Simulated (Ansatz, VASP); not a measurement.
## CsAg2: VASP beside Ansatz

The input INCAR:

```
SYSTEM = CsAg2
PREC = Accurate
ENCUT = 630
EDIFF = 1E-6
ISMEAR = 0
SIGMA = 0.1
LREAL = .False.
LASPH = .True.
NELM = 120
ALGO = Normal
ISIF = 2
LWAVE = .False.
LCHARG = .False.
GGA = PE
NBANDS = 56
GGA_COMPAT = .False.
```

File KPOINTS:

```
regular mesh
0
Gamma
  4 4 4
  0 0 0
```

File POSCAR:

```
CsAg2
1.0
    5.7592858835      0.0000000000      0.0000000000
    0.0000000000      5.7592858835      0.0000000000
    0.0000000000      0.0000000000      5.7592858835
Cs Ag
2 4
Direct
    0.0000000000      0.0000000000      0.0000000000
    0.5000000000      0.5000000000      0.5000000000
    0.2500000000      0.2500000000      0.2500000000
    0.2500000000      0.7500000000      0.7500000000
    0.7500000000      0.7500000000      0.2500000000
    0.7500000000      0.2500000000      0.7500000000
```

Input for Ansatz:

```yaml
crystal:
  lattice:
    - [5.7592858835, 0.0, 0.0]
    - [0.0, 5.7592858835, 0.0]
    - [0.0, 0.0, 5.7592858835]
  atoms:
    - { symbol: Cs, position: [0.0, 0.0, 0.0] }
    - { symbol: Cs, position: [0.5, 0.5, 0.5] }
    - { symbol: Ag, position: [0.25, 0.25, 0.25] }
    - { symbol: Ag, position: [0.25, 0.75, 0.75] }
    - { symbol: Ag, position: [0.75, 0.75, 0.25] }
    - { symbol: Ag, position: [0.75, 0.25, 0.75] }
basis:
  ecutwfc: 420
kpoints:
  mp_grid: { grid: [4, 4, 4] }
hamiltonian:
  xc: pbe
scf:
  occupations: { method: gaussian, width: 0.1 }
  lower_state_search: "off"
output:
  forces: true
  stress: true
  eigenvalues: true
```

Alike in both runs: task single point; functional PBE; k mesh 4 × 4 × 4; occupations gaussian, width 0.1 eV; no spin polarisation.

|  | VASP | Ansatz |
| --- | --- | --- |
| version | VASP 6.6.1 | Ansatz 0.2.0 |
| potentials or method | VASP PAW PBE potentials, release 64 (Cs_sv, Ag_sv_GW), cutoff 630 eV | scalar-relativistic, plane waves, PAW |
| valence electrons in the cell | 94 | 94 |

|  | VASP | Ansatz | Ansatz less VASP |
| --- | --- | --- | --- |
| gap on the k mesh at the Fermi level (eV) | none | none | - |
| pressure (GPa) | 20.1 | 18.9 | -1.17 |

A gap of «none» marks a metal or a gap that the smearing closes. The functional is the same, so the differences come from potentials, cutoffs and numerics.

Neither program's run includes spin-orbit coupling.
